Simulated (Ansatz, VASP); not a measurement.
# Two plane-wave programs on BN

```
B N
1.0
     0.00000    1.67157    1.86434
     1.86434    0.00000    1.86434
     1.86434    1.67157    0.00000
B N
1 1
Direct
  0.00000 0.00000 0.00000
  0.75000 0.75000 0.75000
```

Alike in both runs: task single point; functional PBE; k mesh 12 × 12 × 12; occupations gaussian, width 0.05 eV; no spin polarisation.

|  | VASP | Ansatz |
| --- | --- | --- |
| version | VASP 6.6.1 | Ansatz 0.2.0 |
| potentials or method | VASP PAW PBE potentials, release 64 (B, N), cutoff 520 eV | scalar-relativistic, plane waves, PAW |
| valence electrons in the cell | 8 | 8 |

```tsv
	VASP	Ansatz	Ansatz less VASP
gap on the k mesh at the Fermi level (eV)	2.72	2.74	+0.014
least direct gap on the mesh (eV)	7.88	7.90	+0.012
pressure (GPa)	9.4	9.1	-0.27
traceless stress, the component that is largest in VASP (GPa)	38.60	38.58	-0.015
```
